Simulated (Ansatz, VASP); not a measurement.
Two plane-wave programs on SrCl2

```xyz
3
Lattice="0.0000 3.4977 3.4977 3.4977 0.0000 3.4977 3.4977 3.4977 0.0000" Properties=species:S:1:pos:R:3 pbc="T T T"
Sr    0.0000    0.0000    0.0000
Cl    1.7489    1.7489    1.7489
Cl    5.2466    5.2466    5.2466
```

Alike in both runs: task single point; functional PBE; k mesh 6 × 6 × 6; no spin polarisation.

|  | VASP | Ansatz |
| --- | --- | --- |
| version | VASP 6.6.1 | Ansatz 0.2.0 |
| potentials or method | VASP PAW PBE potentials, release 64 (Sr_sv, Cl) | plane waves, PAW |
| plane-wave cutoff (eV) | 520 | 420 |
| occupations | gaussian, width 0.01 eV | fixed |
| valence electrons in the cell | 24 | 24 |

Ansatz gave:

| Property | Result |
| --- | --- |
| gap on the k mesh at the Fermi level (eV) | 5.31 |
| pressure (GPa) | 0.7 |

Q: Which values does VASP return?

A: gap on the k mesh at the Fermi level (eV): 5.31; pressure (GPa): 0.8.
